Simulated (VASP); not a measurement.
# ZnSe2 (Pa-3) in VASP: further runs

ZnSe2 is run at these levels: PBEsol; tasks: single point.

Program: VASP 6.6.1. These are calculated values, not measurements. Logs are shortened: lines on timing, memory, paths and dates and some standing lists are left out, and cuts for length are marked.

### 1 The cell of the first run

Symmetry: Pa-3, No. 205, cubic system. The conventional cell has a = 6.401 Å, b = 6.401 Å, c = 6.401 Å, α = 90.00°, β = 90.00°, γ = 90.00°. Zn (site symmetry -3) has 6 Se at 2.69 Å within 3.5 Å. Se (site symmetry 3) has 1 Se at 2.44 Å and 3 Zn at 2.69 Å within 3.2 Å.

### 2 Single point, PBEsol (21.86 Å³/atom)

File INCAR:

```
SYSTEM = ZnSe2
PREC = Accurate ; ENCUT = 520
EDIFF = 1E-7 ; ISMEAR = 0
SIGMA = 0.05 ; LREAL = .FALSE.
LASPH = .TRUE. ; NELM = 60
ALGO = Normal ; ISIF = 2
LWAVE = .FALSE. ; LCHARG = .FALSE.
GGA = PS ; NBANDS = 60
```

File KPOINTS:

```
Automatic mesh
0
G
  6 6 6
  0 0 0
```

File POSCAR:

```
ZnSe2
1.0
    6.4010414972      0.0000000000      0.0000000000
    0.0000000000      6.4010414972      0.0000000000
    0.0000000000      0.0000000000      6.4010414972
Zn Se
4 8
Direct
    0.5000000000      0.5000000000      0.0000000000
    0.5000000000      0.0000000000      0.5000000000
    0.0000000000      0.5000000000      0.5000000000
    0.0000000000      0.0000000000      0.0000000000
    0.1099579274      0.8900420726      0.3900420726
    0.8900420726      0.3900420726      0.1099579274
    0.3900420726      0.1099579274      0.8900420726
    0.6099579274      0.6099579274      0.6099579274
    0.8900420726      0.1099579274      0.6099579274
    0.1099579274      0.6099579274      0.8900420726
    0.6099579274      0.8900420726      0.1099579274
    0.3900420726      0.3900420726      0.3900420726
```

Potentials or basis: VASP PAW PBE potentials, release 64 (Zn, Se).

The run is started by

```
$ cat potpaw_PBE.64/Zn/POTCAR potpaw_PBE.64/Se/POTCAR > POTCAR
$ mpirun -np 1 vasp_std > vasp.out
```

OUTCAR:

```text
SYSTEM = ZnSe2
   PREC = Accurate
   ENCUT = 520
   EDIFF = 1E-7
   ISMEAR = 0
   LREAL = .FALSE.
   LASPH = .TRUE.
   NELM = 60
   ISIF = 2
   GGA = PS

 ion  position               nearest neighbor table
   1  0.500  0.500  0.000-   6 2.69   7 2.69   8 2.69  10 2.69  11 2.69  12 2.69
   2  0.500  0.000  0.500-   5 2.69   7 2.69   8 2.69   9 2.69  11 2.69  12 2.69
   3  0.000  0.500  0.500-   5 2.69   6 2.69   8 2.69   9 2.69  10 2.69  12 2.69
   4  0.000  0.000  0.000-   5 2.69   6 2.69   7 2.69   9 2.69  10 2.69  11 2.69
   5  0.110  0.890  0.390-   9 2.44   3 2.69   4 2.69   2 2.69
   6  0.890  0.390  0.110-  10 2.44   3 2.69   4 2.69   1 2.69
   7  0.390  0.110  0.890-  11 2.44   2 2.69   4 2.69   1 2.69
   8  0.610  0.610  0.610-  12 2.44   2 2.69   3 2.69   1 2.69
   9  0.890  0.110  0.610-   5 2.44   3 2.69   4 2.69   2 2.69
  10  0.110  0.610  0.890-   6 2.44   3 2.69   4 2.69   1 2.69
  11  0.610  0.890  0.110-   7 2.44   2 2.69   4 2.69   1 2.69
  12  0.390  0.390  0.390-   8 2.44   2 2.69   3 2.69   1 2.69

  LATTYP: Found a simple cubic cell.
 ALAT       =     6.4010414972

  Lattice vectors:

 A1 = (   6.4010414972,   0.0000000000,   0.0000000000)
 A2 = (   0.0000000000,   6.4010414972,   0.0000000000)
 A3 = (   0.0000000000,   0.0000000000,   6.4010414972)

Analysis of symmetry for initial positions (statically):
=====================================================================
 Subroutine PRICEL returns:
 Original cell was already a primitive cell.

 Routine SETGRP: Setting up the symmetry group for a
 simple cubic supercell.

 Subroutine GETGRP returns: Found 24 space group operations
 (whereof  6 operations were pure point group operations)
 out of a pool of 48 trial point group operations.

The static configuration has the point symmetry S_6 .
 The point group associated with its full space group is T_h .

Analysis of symmetry for dynamics (positions and initial velocities):
=====================================================================
 Subroutine PRICEL returns:
 Original cell was already a primitive cell.

 Routine SETGRP: Setting up the symmetry group for a
 simple cubic supercell.

 Subroutine GETGRP returns: Found 24 space group operations
 (whereof  6 operations were pure point group operations)
 out of a pool of 48 trial point group operations.

The dynamic configuration has the point symmetry S_6 .
 The point group associated with its full space group is T_h .

 Subroutine INISYM returns: Found 24 space group operations
 (whereof  6 operations are pure point group operations),
 and found     1 'primitive' translations

----------------------------------------------------------------------------------------

                                     Primitive cell

  volume of cell :     262.2720

  direct lattice vectors                    reciprocal lattice vectors
     6.401041497  0.000000000  0.000000000     0.156224577  0.000000000  0.000000000
     0.000000000  6.401041497  0.000000000     0.000000000  0.156224577  0.000000000
     0.000000000  0.000000000  6.401041497     0.000000000  0.000000000  0.156224577

  length of vectors
     6.401041497  6.401041497  6.401041497     0.156224577  0.156224577  0.156224577

  position of ions in fractional coordinates (direct lattice)
     0.500000000  0.500000000  0.000000000
     0.500000000  0.000000000  0.500000000
     0.000000000  0.500000000  0.500000000
     0.000000000  0.000000000  0.000000000
     0.109957927  0.890042073  0.390042073
     0.890042073  0.390042073  0.109957927
     0.390042073  0.109957927  0.890042073
     0.609957927  0.609957927  0.609957927
     0.890042073  0.109957927  0.609957927
     0.109957927  0.609957927  0.890042073
     0.609957927  0.890042073  0.109957927
     0.390042073  0.390042073  0.390042073

  ion indices of the primitive-cell ions
   primitive index   ion index
                 1           1
                 2           2
                 3           3
                 4           4
                 5           5
                 6           6
                 7           7
                 8           8
                 9           9
                10          10
                11          11
                12          12

----------------------------------------------------------------------------------------

 KPOINTS: Automatic mesh

Automatic generation of k-mesh.
 Grid dimensions read from file:
 generate k-points for:    6    6    6

 Generating k-lattice:

  Cartesian coordinates                     Fractional coordinates (reciprocal lattice)
     0.026037429  0.000000000  0.000000000     0.166666667  0.000000000  0.000000000
     0.000000000  0.026037429  0.000000000     0.000000000  0.166666667  0.000000000
     0.000000000  0.000000000  0.026037429     0.000000000  0.000000000  0.166666667

  Length of vectors
     0.026037429  0.026037429  0.026037429

  Shift w.r.t. Gamma in fractional coordinates (k-lattice)
     0.000000000  0.000000000  0.000000000

 Subroutine IBZKPT returns following result:
 ===========================================

 Found     24 irreducible k-points:

 Following reciprocal coordinates:
            Coordinates               Weight
  0.000000  0.000000  0.000000      1.000000
  0.166667  0.000000  0.000000      6.000000
  0.333333  0.000000  0.000000      6.000000
  0.500000  0.000000  0.000000      3.000000
  0.166667  0.166667  0.000000     12.000000
  0.333333  0.166667  0.000000     12.000000
[... 16 lines left out ...]
  0.500000  0.500000  0.333333      6.000000
  0.500000  0.500000  0.500000      1.000000
   k-points           NKPTS =     24   k-points in BZ     NKDIM =     24   number of bands    NBANDS=     60
   number of dos      NEDOS =    301   number of ions     NIONS =     12
   total plane-waves  NPLWV = 110592
   dimension x,y,z NGX =    48 NGY =   48 NGZ =   48
   dimension x,y,z NGXF=    96 NGYF=   96 NGZF=   96
   ions per type =               4   8
   NGX,Y,Z   is equivalent  to a cutoff of  12.47, 12.47, 12.47 a.u.
   NGXF,Y,Z  is equivalent  to a cutoff of  24.93, 24.93, 24.93 a.u.
 SYSTEM =  ZnSe2
   PREC   = accura    normal or accurate (medium, high low for compatibility)
   ISTART =      0    job   : 0-new  1-cont  2-samecut
   ICHARG =      2    charge: 1-file 2-atom 10-const
   ISPIN  =      1    spin polarized calculation?
   LNONCOLLINEAR =      F non collinear calculations
   LSORBIT =      F    spin-orbit coupling
   LASPH  =      T    aspherical Exc in radial PAW
   ENCUT  =  520.0 eV  38.22 Ry    6.18 a.u.  11.90 11.90 11.90*2*pi/ulx,y,z
   NELM   =     60;   NELMIN=  2; NELMDL= -5     # of ELM steps
   EDIFF  = 0.1E-06   stopping-criterion for ELM
   LREAL  =      F    real-space projection
   EDIFFG = 0.1E-05   stopping-criterion for IOM
   NSW    =      0    number of steps for IOM
   IBRION =     -1    ionic relax: 0-MD 1-quasi-New 2-CG
   NFREE  =      0    steps in history (QN), initial steepest desc. (CG)
   ISIF   =      2    stress and relaxation
   ISYM   =      2    0-nonsym 1-usesym 2-fastsym
   POTIM  = 0.5000    time-step for ionic-motion
   TEBEG  =    0.0;   TEEND  =   0.0 temperature during run
   PSTRESS=    0.0 pullay stress
   NELECT =      96.0000    total number of electrons
   NUPDOWN=      -1.0000    fix difference up-down
   EMIN   =  10.00;   EMAX   =-10.00  energy-range for DOS
   EFERMI =   0.00;   METHOD = LEGACY
   ISMEAR =     0;   SIGMA  =   0.05  broadening in eV -4-tet -1-fermi 0-gaus
   EFERMI_NEDOS =   21; number of points for ismear=-14 and -15
   IALGO  =     38    algorithm
   IMIX   =      4    mixing-type and parameters
     AMIX     =   0.40;   BMIX     =  1.00
     AMIX_MAG =   1.60;   BMIX_MAG =  1.00
  volume/ion in A,a.u.               =      21.86       147.49
  Fermi-wavevector in a.u.,A,eV,Ry     =   1.171066  2.212993 18.658960  1.371395
  Thomas-Fermi vector in A             =   2.307515
   LORBIT       =      0    0 simple, 1 ext, 2 COOP (PROOUT), +10 PAW based schemes
   GGA     = PS    functional components
   LHFCALC =     F    Hartree Fock is set to
   AEXX    =    0.0000 exact exchange contribution
   IVDW    =     0    specifies the selected vdW correction
   LEPSILON=     F    determine dielectric tensor
   LRPA    =     F    only Hartree local field effects (RPA)
 non-spin polarized calculation
 Gauss-broadening in eV      SIGMA  =   0.05
  energy-cutoff  :      520.00
  volume of cell :      262.27
 maximum number of plane-waves:      7120
   NGX = 23   NGY = 23   NGZ = 23

 number of electron      96.0000179 magnetization

 Free energy of the ion-electron system (eV)
  ---------------------------------------------------
  ext. energy  EPLUGINS =         0.00000000
  ---------------------------------------------------
  free energy    TOTEN  =       -40.92556568 eV

  energy without entropy =      -40.92556568  energy(sigma->0) =      -40.92556568

 E-fermi :   3.4340     XC(G=0): -10.0183

 val. band max:        3.2202369652   @ k =   0.0000   0.0000   0.0000
 cond. band min:       3.8220745760   @ k =   0.1667   0.1667   0.1667
 fundamental gap:      0.6018376108
 Fermi energy:         3.4340179511

 k-point     1 :       0.0000    0.0000    0.0000
  band No.  band energies     occupation
      1     -11.7998      2.00000
      2     -10.7895      2.00000
      3     -10.7895      2.00000
      4     -10.7895      2.00000
      5      -8.8123      2.00000
      6      -8.8123      2.00000
[... 52 lines left out ...]
     59       7.8691      0.00000
     60       8.9294      0.00000

 k-point     2 :       0.1667    0.0000    0.0000
  band No.  band energies     occupation
      1     -11.7443      2.00000
      2     -10.8743      2.00000
      3     -10.7818      2.00000
      4     -10.7813      2.00000
      5      -8.8059      2.00000
      6      -8.8038      2.00000
[... 1383 lines left out ...]
      4     -10.9861      2.00000
      5      -8.9057      2.00000
      6      -8.9057      2.00000
[... 52 lines left out ...]
     59       7.6069      0.00000
     60       7.6069      0.00000

------------------------ aborting loop because EDIFF is reached ----------------------------------------

  FORCE on cell =-STRESS in cart. coord.  units (eV):
  Direction    XX          YY          ZZ          XY          YZ          ZX
  --------------------------------------------------------------------------------------
  -------------------------------------------------------------------------------------
  Total       -7.7546535     -7.7546535     -7.7546535      0.0000000      0.0000000      0.0000000
  in kB      -47.3719272    -47.3719272    -47.3719272      0.0000000      0.0000000      0.0000000
  external PRESSURE =     -47.3719272 kB  Pullay stress =       0.0000000 kB

 VOLUME and BASIS-vectors are now :
 -----------------------------------------------------------------------------
  energy-cutoff  :      520.00
  volume of cell :      262.27
      direct lattice vectors                 reciprocal lattice vectors
     6.401041497  0.000000000  0.000000000     0.156224577  0.000000000  0.000000000
     0.000000000  6.401041497  0.000000000     0.000000000  0.156224577  0.000000000
     0.000000000  0.000000000  6.401041497     0.000000000  0.000000000  0.156224577

 POSITION                                       TOTAL-FORCE (eV/Angst)
 -----------------------------------------------------------------------------------
      3.20052      3.20052      0.00000        -0.000000     -0.000000      0.000000
      3.20052      0.00000      3.20052        -0.000000     -0.000000      0.000000
      0.00000      3.20052      3.20052        -0.000000     -0.000000      0.000000
      0.00000      0.00000      0.00000        -0.000000     -0.000000      0.000000
      0.70385      5.69720      2.49668        -0.198466      0.198466      0.198466
      5.69720      2.49668      0.70385         0.198466      0.198466     -0.198466
      2.49668      0.70385      5.69720         0.198466     -0.198466      0.198466
      3.90437      3.90437      3.90437        -0.198466     -0.198466     -0.198466
      5.69720      0.70385      3.90437         0.198466     -0.198466     -0.198466
      0.70385      3.90437      5.69720        -0.198466     -0.198466      0.198466
      3.90437      5.69720      0.70385        -0.198466      0.198466     -0.198466
      2.49668      2.49668      2.49668         0.198466      0.198466      0.198466
 -----------------------------------------------------------------------------------
    total drift:                                0.000000      0.000000     -0.000000

  FREE ENERGIE OF THE ION-ELECTRON SYSTEM (eV)
  ---------------------------------------------------
  free  energy   TOTEN  =       -40.9255656803 eV

  energy  without entropy=      -40.9255656803  energy(sigma->0) =      -40.92556568
```

Wall time 5.3 min (1 thread of Intel Xeon Platinum 8488C (Sapphire Rapids), shared host); peak memory 0.47 GiB.

What came out:

- Free energy: -40.9256 eV
- Pressure: -4.7 GPa
- Largest force: 0.344 eV/Å
- Band gap on the k mesh: 0.60 eV (least direct gap 0.85 eV)

Forces in eV/Å, atoms in the order of the input:
```
Zn   0.000  0.000  0.000
Zn   0.000  0.000  0.000
Zn   0.000  0.000  0.000
Zn   0.000  0.000  0.000
Se  -0.198  0.198  0.198
Se   0.198  0.198 -0.198
Se   0.198 -0.198  0.198
Se  -0.198 -0.198 -0.198
Se   0.198 -0.198 -0.198
Se  -0.198 -0.198  0.198
Se  -0.198  0.198 -0.198
Se   0.198  0.198  0.198
```

Levels at points of the mesh, in eV from the valence-band top:
```tsv
k point	band 45	band 46	band 47	band 48	band 49	band 50	band 51	band 52
(0.00, 0.00, 0.00)	-0.70	-0.70	0.00	0.00	0.94	1.13	1.97	1.97
(0.50, 0.00, 0.00)	-1.37	-1.37	-0.14	-0.14	1.12	1.12	1.21	1.21
(0.50, 0.50, 0.00)	-1.41	-1.41	-1.41	-1.41	1.14	1.14	1.14	1.14
(0.50, 0.50, 0.50)	-1.75	-1.75	-1.75	-1.75	1.23	1.23	1.23	1.23
```

Caveat: the cell stands under tension; the PAW data sets were made with another functional, which shifts forces and pressure a little. A k mesh can miss the band edges.

### 3 Single point, PBEsol (23.48 Å³/atom)

This run uses another cell than the first one, of 23.48 Å³/atom.

File INCAR:

```
ALGO = Normal
EDIFF = 1E-6
ENCUT = 520
GGA = PS
ISIF = 2
ISMEAR = 0
LASPH = True
LCHARG = False
LREAL = False
LWAVE = False
NBANDS = 60
NELM = 60
PREC = Accurate
SIGMA = 0.05
```

File KPOINTS:

```
k-points
0
Gamma
  6 6 6
```

POSCAR: that of step 2 with these lines changed.

```diff
@@ -2,5 +2,5 @@
 1.0
-    6.4010414972      0.0000000000      0.0000000000
-    0.0000000000      6.4010414972      0.0000000000
-    0.0000000000      0.0000000000      6.4010414972
+    6.5553459454      0.0000000000      0.0000000000
+    0.0000000000      6.5553459454      0.0000000000
+    0.0000000000      0.0000000000      6.5553459454
 Zn Se
```

Potentials or basis: VASP PAW PBE potentials, release 64 (Zn, Se).

The run is started by

```
$ cat potpaw_PBE.64/Zn/POTCAR potpaw_PBE.64/Se/POTCAR > POTCAR
$ mpirun -np 1 vasp_std > vasp.out
```

Run time: 5.5 min. Hardware: 1 thread of Intel Xeon Platinum 8488C (Sapphire Rapids), shared host; peak memory 0.5 GiB.

It converged, with:

```
Free energy            : -40.1454 eV
Pressure               : -7.9 GPa
Largest force          : 0.630 eV/Å
Band gap on the k mesh : 0.51 eV (least direct gap 0.65 eV)
```

Forces in eV/Å, atoms in the order of the input:
```
Zn   0.000  0.000  0.000
Zn   0.000  0.000  0.000
Zn   0.000  0.000  0.000
Zn   0.000  0.000  0.000
Se  -0.363  0.363  0.363
Se   0.363  0.363 -0.363
Se   0.363 -0.363  0.363
Se  -0.363 -0.363 -0.363
Se   0.363 -0.363 -0.363
Se  -0.363 -0.363  0.363
Se  -0.363  0.363 -0.363
Se   0.363  0.363  0.363
```

Levels at points of the mesh, in eV from the valence-band top:
| k point | band 44 | band 45 | band 46 | band 47 | band 48 | band 49 | band 50 | band 51 | band 52 | band 53 |
| --- | --- | --- | --- | --- | --- | --- | --- | --- | --- | --- |
| (0.00, 0.00, 0.00) | -0.60 | -0.60 | -0.60 | 0.00 | 0.00 | 0.84 | 1.00 | 1.81 | 1.81 | 1.81 |
| (0.50, 0.00, 0.00) | -1.66 | -1.24 | -1.24 | -0.12 | -0.12 | 1.05 | 1.05 | 1.19 | 1.19 | 2.74 |
| (0.50, 0.50, 0.00) | -1.47 | -1.27 | -1.27 | -1.27 | -1.27 | 1.10 | 1.10 | 1.10 | 1.10 | 2.49 |
| (0.50, 0.50, 0.50) | -1.84 | -1.57 | -1.57 | -1.57 | -1.57 | 1.26 | 1.26 | 1.26 | 1.26 | 2.27 |

Caveat: the cell stands under tension; the PAW data sets were made with another functional, which shifts forces and pressure a little.
